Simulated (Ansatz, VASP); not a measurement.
## SiO2: VASP beside Ansatz

The input POSCAR:

```
SiO2
1.0
    4.9890000000      0.0000000000      0.0000000000
    0.0000000000      4.9890000000      0.0000000000
    0.0000000000      0.0000000000      6.9910000000
Si O
4 8
Direct
    0.3028320354      0.3028320354      0.0000000000
    0.1971679646      0.8028320354      0.2500000000
    0.6971679646      0.6971679646      0.5000000000
    0.8028320354      0.1971679646      0.7500000000
    0.2377294409      0.1119442125      0.1825996776
    0.3880557875      0.7377294409      0.4325996776
    0.7622705591      0.8880557875      0.6825996776
    0.6119442125      0.2622705591      0.9325996776
    0.7377294409      0.3880557875      0.5674003224
    0.8880557875      0.7622705591      0.3174003224
    0.2622705591      0.6119442125      0.0674003224
    0.1119442125      0.2377294409      0.8174003224
```

The input INCAR.step1:

```
  ALGO = Normal
  EDIFF = 1E-4
  ENCUT = 520
  GGA = PE
  ISMEAR = -1
  LASPH = True
  LCHARG = False
  LREAL = False
  LWAVE = True
  NBANDS = 44
  NELM = 60
  PREC = Accurate
  SIGMA = 0.02
```

Contents of INCAR.step2:

```
  ALGO = Normal
  EDIFF = 1E-8
  ENCUT = 520
  ISIF = 2
  ISMEAR = -1
  ISTART = 1
  LASPH = True
  LCHARG = False
  LEFG = True
  LMIXTAU = True
  LREAL = False
  LWAVE = False
  METAGGA = R2SCAN
  NBANDS = 44
  NELM = 60
  PREC = Accurate
  SIGMA = 0.02
```

Contents of KPOINTS:

```
k-points
0
Gamma
  4 4 3
```

Input for Ansatz:

```yaml
crystal:
  lattice:
    - [4.989, 0.0, 0.0]
    - [0.0, 4.989, 0.0]
    - [0.0, 0.0, 6.991]
  atoms:
    - { symbol: Si, position: [0.3028320354, 0.3028320354, 0.0] }
    - { symbol: Si, position: [0.1971679646, 0.8028320354, 0.25] }
    - { symbol: Si, position: [0.6971679646, 0.6971679646, 0.5] }
    - { symbol: Si, position: [0.8028320354, 0.1971679646, 0.75] }
    - { symbol: O, position: [0.2377294409, 0.1119442125, 0.1825996776] }
    - { symbol: O, position: [0.3880557875, 0.7377294409, 0.4325996776] }
    - { symbol: O, position: [0.7622705591, 0.8880557875, 0.6825996776] }
    - { symbol: O, position: [0.6119442125, 0.2622705591, 0.9325996776] }
    - { symbol: O, position: [0.7377294409, 0.3880557875, 0.5674003224] }
    - { symbol: O, position: [0.8880557875, 0.7622705591, 0.3174003224] }
    - { symbol: O, position: [0.2622705591, 0.6119442125, 0.0674003224] }
    - { symbol: O, position: [0.1119442125, 0.2377294409, 0.8174003224] }
kpoints:
  mp_grid: { grid: [4, 4, 3] }
scf:
  occupations: { method: fermi_dirac, width: 0.02 }
hamiltonian:
  xc: r2scan
  pseudopotentials: { kind: paw }
output:
  forces: true
  stress: true
  populations: true
  efg: { quadrupole_moments_barn: { O: -0.02558 }, contact_densities: true }
  write_density: true
  write_potential: true
  elf: true
  volumetric_format: npy
```

Alike in both runs: task electric field gradients; functional r2SCAN; k mesh 4 × 4 × 3; occupations fermi-dirac, width 0.02 eV; no spin polarisation.

|  | VASP | Ansatz |
| --- | --- | --- |
| version | VASP 6.6.1 | Ansatz 0.2.0 |
| potentials or method | VASP PAW PBE potentials, release 64 (Si, O) | plane-wave PAW, scalar-relativistic |
| plane-wave cutoff (eV) | 520 | 500 |
| valence electrons in the cell | 64 | 64 |

```csv
,VASP,Ansatz,Ansatz less VASP
gap on the k mesh at the Fermi level (eV),6.24,6.24,0.000
pressure (GPa),-3.5,-3.7,-0.18
"traceless stress, the component that is largest in VASP (GPa)",-0.61,-0.59,+0.024
rms of the force components (eV/Å),0.136,0.135,-0.0014
size of Vzz on the site where it differs most (V/Å²),89.6,94.2,+4.64
```

VASP's potentials were made for PBE, not for r2SCAN. Atom by atom the forces differ by 0.009 eV/Å (rms over components). The functional is the same, so the differences come from potentials, cutoffs and numerics.
